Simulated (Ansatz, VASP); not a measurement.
## AlN: VASP beside Ansatz

```
Al N
1.0
     2.83285    0.00000    0.00000
    -1.41643    2.45332    0.00000
     0.00000    0.00000    4.84101
Al N
2 2
Direct
  0.00000 0.00000 0.00000
  0.00000 0.00000 0.50000
  0.33333 0.66667 0.25000
  0.66667 0.33333 0.75000
```

Alike in both runs: task single point; functional PBE; k mesh 9 × 9 × 4; no spin polarisation.

|  | VASP | Ansatz |
| --- | --- | --- |
| version | VASP 6.6.1 | Ansatz 0.2.0 |
| potentials or method | VASP PAW PBE potentials, release 64 (Al, N) | plane waves, PAW |
| plane-wave cutoff (eV) | 520 | 420 |
| occupations | gaussian, width 0.01 eV | fixed |
| valence electrons in the cell | 16 | 16 |

|  | VASP | Ansatz | Ansatz less VASP |
| --- | --- | --- | --- |
| gap on the k mesh at the Fermi level (eV) | 5.09 | 5.11 | +0.012 |
| pressure (GPa) | 6.0 | 6.3 | +0.32 |
| traceless stress, the component that is largest in VASP (GPa) | 0.96 | 1.06 | +0.096 |
